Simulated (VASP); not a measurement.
# TaCl3F (P-6m2) in VASP: further runs

The runs below take TaCl3F through single point, with PBE.

Program: VASP 6.6.1. These are calculated values, not measurements. Logs are shortened: lines on timing, memory, paths and dates and some standing lists are left out, and cuts for length are marked.

### Step 1. The cell of the first run

It takes space group P-6m2 (No. 187, hexagonal). The conventional cell has a = 4.641 Å, b = 4.641 Å, c = 5.571 Å, α = 90.00°, β = 90.00°, γ = 120.00°. Ta (site symmetry -6m2) has 9 Cl at 2.68 to 3.02 Å within 3.5 Å. Within 3.7 Å of Cl (site symmetry 3m) lie 5 Cl at 2.77 to 3.02 Å and 3 Ta at 3.02 Å and 3 F at 3.02 Å. Within 3.5 Å of Cl (site symmetry -6m2) lie 3 Ta at 2.68 Å and 2 F at 2.79 Å and 6 Cl at 3.02 Å. F (site symmetry -6m2) has 8 Cl at 2.79 to 3.02 Å within 3.7 Å.

The cell was built from a structure type or drawn by symmetry, and may not be a known phase.

### Step 2. Single point, PBE

Contents of INCAR:

```
  PREC = Accurate
  ENCUT = 600
  EDIFF = 1E-6
  ISMEAR = 0
  SIGMA = 0.1
  LREAL = F
  LASPH = T
  NELM = 120
  ALGO = Normal
  ISIF = 2
  LWAVE = F
  LCHARG = T
  GGA = PE
  LELF = T
  LVHAR = T
  NBANDS = 28
  GGA_COMPAT = F
```

Contents of KPOINTS:

```
regular mesh
0
Gamma
  6 6 4
```

Contents of POSCAR:

```
TaCl3F
1.0
    4.6414685600      0.0000000000      0.0000000000
   -2.3207342800      4.0196296800      0.0000000000
    0.0000000000      0.0000000000      5.5706970000
Ta Cl F
1 3 1
Direct
    0.3333333300      0.6666666700      0.0000000000
    0.6666666700      0.3333333300      0.2489190000
    0.6666666700      0.3333333300      0.7510810000
    0.0000000000      0.0000000000      0.0000000000
    0.0000000000      0.0000000000      0.5000000000
```

Potentials or basis: VASP PAW PBE potentials, release 64 (Ta_pv, Cl, F).

Launch:

```
$ cat potpaw_PBE.64/Ta_pv/POTCAR potpaw_PBE.64/Cl/POTCAR potpaw_PBE.64/F/POTCAR > POTCAR
$ mpirun -np 1 vasp_std > vasp.out
```

OUTCAR:

```text
PREC = Accurate
   ENCUT = 600
   EDIFF = 1E-6
   ISMEAR = 0
   LREAL = F
   LASPH = T
   NELM = 120
   ISIF = 2
   GGA = PE

 ion  position               nearest neighbor table
   1  0.333  0.667  0.000-   4 2.68   4 2.68   4 2.68   2 3.02   3 3.02   2 3.02   3 3.02   2 3.02
                             3 3.02
   2  0.667  0.333  0.249-   1 3.02   1 3.02   1 3.02
   3  0.667  0.333  0.751-   1 3.02   1 3.02   1 3.02
   4  0.000  0.000  0.000-   1 2.68   1 2.68   1 2.68
   5  0.000  0.000  0.500-

  LATTYP: Found a hexagonal cell.
 ALAT       =     4.6414685600
 C/A-ratio  =     1.2002013863

  Lattice vectors:

 A1 = (   4.6414685600,   0.0000000000,   0.0000000000)
 A2 = (  -2.3207342800,   4.0196296800,   0.0000000000)
 A3 = (   0.0000000000,   0.0000000000,   5.5706970000)

Analysis of symmetry for initial positions (statically):
=====================================================================
 Subroutine PRICEL returns:
 Original cell was already a primitive cell.

 Routine SETGRP: Setting up the symmetry group for a
 hexagonal supercell.

 Subroutine GETGRP returns: Found 12 space group operations
 (whereof 12 operations were pure point group operations)
 out of a pool of 24 trial point group operations.

The static configuration has the point symmetry D_3h.

Analysis of symmetry for dynamics (positions and initial velocities):
=====================================================================
 Subroutine PRICEL returns:
 Original cell was already a primitive cell.

 Routine SETGRP: Setting up the symmetry group for a
 hexagonal supercell.

 Subroutine GETGRP returns: Found 12 space group operations
 (whereof 12 operations were pure point group operations)
 out of a pool of 24 trial point group operations.

The dynamic configuration has the point symmetry D_3h.

 Subroutine INISYM returns: Found 12 space group operations
 (whereof 12 operations are pure point group operations),
 and found     1 'primitive' translations

----------------------------------------------------------------------------------------

                                     Primitive cell

  volume of cell :     103.9324

  direct lattice vectors                    reciprocal lattice vectors
[... 87 lines left out ...]
   ENCUT  =  600.0 eV  44.10 Ry    6.64 a.u.   9.27  9.27 11.13*2*pi/ulx,y,z
   NELM   =    120;   NELMIN=  2; NELMDL= -5     # of ELM steps
   EDIFF  = 0.1E-05   stopping-criterion for ELM
   LREAL  =      F    real-space projection
   EDIFFG = 0.1E-04   stopping-criterion for IOM
   NSW    =      0    number of steps for IOM
   IBRION =     -1    ionic relax: 0-MD 1-quasi-New 2-CG
   NFREE  =      0    steps in history (QN), initial steepest desc. (CG)
   ISIF   =      2    stress and relaxation
   ISYM   =      2    0-nonsym 1-usesym 2-fastsym
   POTIM  = 0.5000    time-step for ionic-motion
   TEBEG  =    0.0;   TEEND  =   0.0 temperature during run
   PSTRESS=    0.0 pullay stress
   NELECT =      39.0000    total number of electrons
   NUPDOWN=      -1.0000    fix difference up-down
   EMIN   =  10.00;   EMAX   =-10.00  energy-range for DOS
   EFERMI =   0.00;   METHOD = LEGACY
   ISMEAR =     0;   SIGMA  =   0.10  broadening in eV -4-tet -1-fermi 0-gaus
   EFERMI_NEDOS =   21; number of points for ismear=-14 and -15
   IALGO  =     38    algorithm
   IMIX   =      4    mixing-type and parameters
     AMIX     =   0.40;   BMIX     =  1.00
     AMIX_MAG =   1.60;   BMIX_MAG =  1.00
  volume/ion in A,a.u.               =      20.79       140.27
  Fermi-wavevector in a.u.,A,eV,Ry     =   1.180808  2.231404 18.970713  1.394308
  Thomas-Fermi vector in A             =   2.317094
   LORBIT       =      0    0 simple, 1 ext, 2 COOP (PROOUT), +10 PAW based schemes
   GGA     = PE    functional components
   LHFCALC =     F    Hartree Fock is set to
   AEXX    =    0.0000 exact exchange contribution
   IVDW    =     0    specifies the selected vdW correction
   LEPSILON=     F    determine dielectric tensor
   LRPA    =     F    only Hartree local field effects (RPA)
 non-spin polarized calculation
 Gauss-broadening in eV      SIGMA  =   0.10
  energy-cutoff  :      600.00
  volume of cell :      103.93
 maximum number of plane-waves:      3496
 NGX is ok and might be reduce to    40
   NGX = 19   NGY = 19   NGZ = 23

 number of electron      39.0000004 magnetization

 Free energy of the ion-electron system (eV)
  ---------------------------------------------------
  ext. energy  EPLUGINS =         0.00000000
  ---------------------------------------------------
  free energy    TOTEN  =       -19.21463341 eV

  energy without entropy =      -19.17465912  energy(sigma->0) =      -19.19464626

 E-fermi :   2.6687     XC(G=0):  -9.4457

 val. band max:        2.6683903825   @ k =   0.3333   0.1667   0.0000
 cond. band min:       2.6740715152   @ k =   0.3333   0.1667   0.2500
 fundamental gap:      0.0056811327
 Fermi energy:         2.6686751531

 k-point     1 :       0.0000    0.0000    0.0000
  band No.  band energies     occupation
      1     -34.3029      2.00000
      2     -34.3029      2.00000
      3     -34.0384      2.00000
      4     -16.8822      2.00000
      5     -14.4989      2.00000
      6     -12.6209      2.00000
[... 640 lines left out ...]
     27      10.8901      0.00000
     28      12.5027      0.00000

------------------------ aborting loop because EDIFF is reached ----------------------------------------

  FORCE on cell =-STRESS in cart. coord.  units (eV):
  Direction    XX          YY          ZZ          XY          YZ          ZX
  --------------------------------------------------------------------------------------
  -------------------------------------------------------------------------------------
  Total      -10.8263126    -10.8263126      4.7832289      0.0000000     -0.0000000     -0.0000000
  in kB     -166.8937796   -166.8937793     73.7361996      0.0000000     -0.0000000     -0.0000000
  external PRESSURE =     -86.6837865 kB  Pullay stress =       0.0000000 kB

 VOLUME and BASIS-vectors are now :
 -----------------------------------------------------------------------------
  energy-cutoff  :      600.00
  volume of cell :      103.93
      direct lattice vectors                 reciprocal lattice vectors
     4.641468560  0.000000000  0.000000000     0.215449052  0.124389568  0.000000000
    -2.320734280  4.019629680  0.000000000     0.000000000  0.248779136  0.000000000
     0.000000000  0.000000000  5.570697000     0.000000000  0.000000000  0.179510751

 POSITION                                       TOTAL-FORCE (eV/Angst)
 -----------------------------------------------------------------------------------
     -0.00000      2.67975      0.00000        -0.000000      0.000000      0.000000
      2.32073      1.33988      1.38665         0.000000     -0.000000      0.000901
      2.32073      1.33988      4.18404         0.000000     -0.000000     -0.000901
      0.00000      0.00000      0.00000        -0.000000      0.000000      0.000000
      0.00000      0.00000      2.78535        -0.000000      0.000000      0.000000
 -----------------------------------------------------------------------------------
    total drift:                               -0.000038      0.000022      0.000000

  FREE ENERGIE OF THE ION-ELECTRON SYSTEM (eV)
  ---------------------------------------------------
  free  energy   TOTEN  =       -19.2146334062 eV

  energy  without entropy=      -19.1746591220  energy(sigma->0) =      -19.19464626
```

OSZICAR:

```text
N       E                     dE             d eps       ncg     rms          rms(c)
DAV:   1     0.309508516962E+03    0.30951E+03   -0.20763E+04  1176   0.140E+03
DAV:   2    -0.548022187032E+01   -0.31499E+03   -0.30397E+03  1468   0.327E+02
DAV:   3    -0.265136325000E+02   -0.21033E+02   -0.20790E+02  1360   0.810E+01
[... 14 lines left out ...]
DAV:  18    -0.192146567648E+02    0.63832E-04   -0.14717E-04  1392   0.322E-02    0.433E-02
DAV:  19    -0.192146385127E+02    0.18252E-04   -0.46090E-05  1280   0.188E-02    0.186E-02
DAV:  20    -0.192146347415E+02    0.37712E-05   -0.77742E-06   900   0.695E-03    0.988E-03
DAV:  21    -0.192146336420E+02    0.10996E-05   -0.31646E-06   636   0.489E-03    0.429E-03
DAV:  22    -0.192146334062E+02    0.23575E-06   -0.97469E-07   604   0.293E-03
   1 F= -.19214633E+02 E0= -.19194646E+02  d E =-.399743E-01
```

stdout:

```text
POSCAR found type information on POSCAR TaClF
 POSCAR found :  3 types and       5 ions
 scaLAPACK will be used
 LDA part: xc-table for (Slater+PW92), standard interpolation
 POSCAR, INCAR and KPOINTS ok, starting setup
 FFT: planning ... GRIDC
 FFT: planning ... GRID_SOFT
 FFT: planning ... GRID
 WAVECAR not read
 entering main loop
```

Run time: 2.3 min. Hardware: 1 thread of Intel Xeon 8259CL, shared host; peak memory 0.3 GiB.

What came out:

```yaml
Free_energy: -19.2146 eV
Pressure: -8.7 GPa
Band_gap_on_the_k_mesh: zero (an odd number of electrons rules out a gap without spin polarisation)
```

Caveat: the cell stands under tension; spin-orbit coupling is left out, which moves the levels of the heavy elements; an odd number of electrons without spin polarisation forces a metal; a magnetic or distorted state may lie lower.

### Step 3. Single point, PBE, collinear spin

This run uses another cell than the first one, of 18.82 Å³/atom.

Contents of INCAR:

```
  PREC = Accurate
  ENCUT = 600
  EDIFF = 1E-6
  ISMEAR = 0
  SIGMA = 0.1
  LREAL = False
  LASPH = True
  NELM = 200
  ALGO = Normal
  ISIF = 2
  LWAVE = False
  LCHARG = False
  ISPIN = 2
  MAGMOM = 1 0 0 0 0
  LORBIT = 11
  LMAXMIX = 4
  GGA = PE
  NBANDS = 32
  GGA_COMPAT = False
```

Contents of KPOINTS:

```
Automatic mesh
0
Gamma
  6 6 4
```

Contents of POSCAR:

```
TaCl3F
1.0
    4.2008157028      0.0000000000      0.0000000000
   -2.1004078514      3.6380131152      0.0000000000
    0.0000000000      0.0000000000      6.1574873568
Ta Cl F
1 3 1
Direct
    0.3333333333      0.6666666667      0.0000000000
    0.6666666667      0.3333333333      0.2450533615
    0.6666666667      0.3333333333      0.7549466385
    0.0000000000      0.0000000000      0.0000000000
    0.0000000000      0.0000000000      0.5000000000
```

Potentials or basis: VASP PAW PBE potentials, release 64 (Ta_pv, Cl, F).

Launch:

```
$ cat potpaw_PBE.64/Ta_pv/POTCAR potpaw_PBE.64/Cl/POTCAR potpaw_PBE.64/F/POTCAR > POTCAR
$ mpirun -np 1 vasp_std > vasp.out
```

OUTCAR:

```text
PREC = Accurate
   ENCUT = 600
   EDIFF = 1E-6
   ISMEAR = 0
   LREAL = False
   LASPH = True
   NELM = 200
   ISIF = 2
   ISPIN = 2
   LORBIT = 11
   GGA = PE

 ion  position               nearest neighbor table
   1  0.333  0.667  0.000-   4 2.43   4 2.43   4 2.43   2 2.86   3 2.86   2 2.86   3 2.86   2 2.86
                             3 2.86
   2  0.667  0.333  0.245-   1 2.86   1 2.86   1 2.86
   3  0.667  0.333  0.755-   1 2.86   1 2.86   1 2.86
   4  0.000  0.000  0.000-   1 2.43   1 2.43   1 2.43
   5  0.000  0.000  0.500-
[... 1659 lines left out ...]
    -2.100407851  3.638013115  0.000000000     0.000000000  0.274875315  0.000000000
     0.000000000  0.000000000  6.157487357     0.000000000  0.000000000  0.162403906

 POSITION                                       TOTAL-FORCE (eV/Angst)
 -----------------------------------------------------------------------------------
     -0.00000      2.42534      0.00000         0.000000      0.000000      0.000000
      2.10041      1.21267      1.50891        -0.000000     -0.000000     -0.005885
      2.10041      1.21267      4.64857         0.000000      0.000000      0.005885
      0.00000      0.00000      0.00000        -0.000000      0.000000      0.000000
      0.00000      0.00000      3.07874         0.000000      0.000000      0.000000
 -----------------------------------------------------------------------------------
    total drift:                               -0.000000      0.000000     -0.000000

  FREE ENERGIE OF THE ION-ELECTRON SYSTEM (eV)
  ---------------------------------------------------
  free  energy   TOTEN  =       -20.8665768924 eV

  energy  without entropy=      -20.8607557819  energy(sigma->0) =      -20.86366634

 total charge

# of ion       s       p       d       tot
------------------------------------------
    1        0.235   6.098   2.142   8.475
    2        1.630   3.381   0.000   5.011
    3        1.630   3.381   0.000   5.011
    4        1.617   3.544   0.000   5.161
    5        1.736   4.256   0.000   5.992
--------------------------------------------------
tot          6.847  20.661   2.142  29.650

 magnetization (x)

# of ion       s       p       d       tot
------------------------------------------
    1        0.030   0.007   0.784   0.821
    2        0.002  -0.041   0.000  -0.039
    3        0.002  -0.041   0.000  -0.039
    4        0.006  -0.025   0.000  -0.019
    5       -0.000  -0.021   0.000  -0.021
--------------------------------------------------
tot          0.040  -0.121   0.784   0.703
```

OSZICAR:

```text
N       E                     dE             d eps       ncg     rms          rms(c)
DAV:   1     0.306193406261E+03    0.30619E+03   -0.21151E+04  2688   0.126E+03
DAV:   2    -0.755818326402E+01   -0.31375E+03   -0.30060E+03  3280   0.308E+02
[... 15 lines left out ...]
DAV:  18    -0.208666595564E+02    0.84929E-04   -0.16540E-04  3328   0.379E-02    0.671E-02
DAV:  19    -0.208666016727E+02    0.57884E-04   -0.13033E-04  3296   0.240E-02    0.363E-02
DAV:  20    -0.208665802981E+02    0.21375E-04   -0.77327E-05  3296   0.200E-02    0.136E-02
DAV:  21    -0.208665786575E+02    0.16406E-05   -0.34271E-06  2632   0.671E-03    0.973E-03
DAV:  22    -0.208665770749E+02    0.15826E-05   -0.54608E-06  2320   0.522E-03    0.368E-03
DAV:  23    -0.208665768924E+02    0.18253E-06   -0.54300E-07  1736   0.248E-03
   1 F= -.20866577E+02 E0= -.20863666E+02  d E =-.582111E-02  mag=     0.9979
```

It took 5.1 min on 1 thread of Intel Xeon 8259CL, shared host; peak memory 0.36 GiB.

What came out:

| Quantity | Value |
| --- | --- |
| Free energy | -20.8666 eV |
| Pressure | 0.0 GPa |
| Largest force | 0.006 eV/Å |
| Band gap on the k mesh | zero (filled and empty bands overlap) |
| Net moment | 1.00 μB per cell |
| Site moments | Ta +0.82; Cl -0.04, -0.02 (each value once); F -0.02 μB |
| Valence electrons inside the program's atomic spheres | Ta 8.47; Cl 5.01, 5.16 (each value once); F 5.99 |

Forces in eV/Å, atoms in the order of the input:
```
Ta   0.000  0.000  0.000
Cl   0.000  0.000 -0.006
Cl   0.000  0.000  0.006
Cl   0.000  0.000  0.000
F    0.000  0.000  0.000
```

Caveat: spin-orbit coupling is left out, which moves the levels of the heavy elements.

### Step 4. Single point, PBE, collinear spin

Contents of INCAR:

```
ALGO = Normal
EDIFF = 1E-6
ENCUT = 600
GGA = PE
GGA_COMPAT = False
ISIF = 2
ISMEAR = 0
ISPIN = 2
LASPH = True
LCHARG = False
LMAXMIX = 4
LORBIT = 11
LREAL = False
LWAVE = False
MAGMOM = 1 0 0 0 0
NBANDS = 32
NELM = 200
PREC = Accurate
SIGMA = 0.1
```

Contents of KPOINTS:

```
k-points
0
Gamma
  6 6 4
```

Contents of POSCAR:

```
TaCl3F
1.0
    4.6414685600      0.0000000000      0.0000000000
   -2.3207342800      4.0196296800      0.0000000000
    0.0000000000      0.0000000000      5.5706970000
Ta Cl F
1 3 1
Direct
    0.3333333300      0.6666666700      0.0000000000
    0.6666666700      0.3333333300      0.2489190000
    0.6666666700      0.3333333300      0.7510810000
    0.0000000000      0.0000000000      0.0000000000
    0.0000000000      0.0000000000      0.5000000000
```

Launch:

```
$ cat potpaw_PBE.64/Ta_pv/POTCAR potpaw_PBE.64/Cl/POTCAR potpaw_PBE.64/F/POTCAR > POTCAR
$ mpirun -np 1 vasp_std > vasp.out
```

It took 4.9 min on 1 thread of Intel Xeon 8259CL, shared host; peak memory 0.4 GiB.

It converged, with:

```yaml
Free_energy: -19.4933 eV
Pressure: -7.9 GPa
Largest_force: 0.051 eV/Å
Net_moment: 1.12 μB per cell
Site_moments: Ta +1.05; Cl -0.09, -0.04 (each value once); F -0.05 μB
Valence_electrons_inside_the_program's_atomic_spheres: Ta 8.24; Cl 5.00, 5.05 (each value once); F 5.99
```

Forces in eV/Å, atoms in the order of the input:
```
Ta   0.000  0.000  0.000
Cl   0.000  0.000 -0.051
Cl   0.000  0.000  0.051
Cl   0.000  0.000  0.000
F    0.000  0.000  0.000
```

Stress tensor (GPa, compression positive):
```
-15.35   0.00   0.00
  0.00 -15.35   0.00
  0.00   0.00   7.01
```

Levels at points of the mesh, in eV from the Fermi level:
Spin up:
```tsv
k point	band 18	band 19	band 20	band 21	band 22	band 23
(0.00, 0.00, 0.00)	-0.93	-0.61	-0.10	-0.10	0.26	1.45
(0.50, 0.00, 0.00)	-0.71	-0.40	-0.12	-0.11	0.61	0.64
(0.00, 0.00, 0.50)	-1.18	-1.18	-0.47	0.19	0.19	1.66
(0.50, 0.00, 0.50)	-0.75	-0.72	-0.50	0.02	0.43	0.50
```
Spin down:
```
           k point  band 17  band 18  band 19  band 20  band 21  band 22
(0.00, 0.00, 0.00)    -1.02    -0.71     0.15     0.54     0.54     0.83
(0.50, 0.00, 0.00)    -0.96    -0.64    -0.18     0.41     1.20     1.21
(0.00, 0.00, 0.50)    -1.13    -1.12    -1.12     0.71     0.71     1.29
(0.50, 0.00, 0.50)    -1.01    -0.81    -0.79     0.55     1.10     1.12
```

Caveat: the cell stands under tension; spin-orbit coupling is left out, which moves the levels of the heavy elements.

### Step 5. The runs side by side

| spin | cell | gap on the mesh (eV) | pressure (GPa) | moment (μB) | largest force (eV/Å) |
| --- | --- | --- | --- | --- | --- |
| off | a = 4.641, b = 4.641, c = 5.571 Å, angles 90.0, 90.0, 120.0°, 5 atoms, atomic positions A | none | -8.7 | - | - |
| collinear | a = 4.201, b = 4.201, c = 6.157 Å, angles 90.0, 90.0, 120.0°, 5 atoms, atomic positions B | none | 0.0 | 1.00 | 0.01 |
| collinear | a = 4.641, b = 4.641, c = 5.571 Å, angles 90.0, 90.0, 120.0°, 5 atoms, atomic positions A | none | -7.9 | 1.12 | 0.05 |

Alike in all rows: task single point; level PBE; potentials or basis VASP PAW PBE potentials, release 64 (Ta_pv, Cl, F); k mesh 6 × 6 × 4; cutoff (eV) 600; smearing gaussian 0.1 eV.

Caveats: spin-orbit coupling is left out, which moves the levels of the heavy elements; the cell stands under tension (at least some runs); an odd number of electrons without spin polarisation forces a metal (at least some runs); a magnetic or distorted state may lie lower (at least some runs).

Total energies depend on the potentials used, so only differences within one code and one set of settings carry meaning.
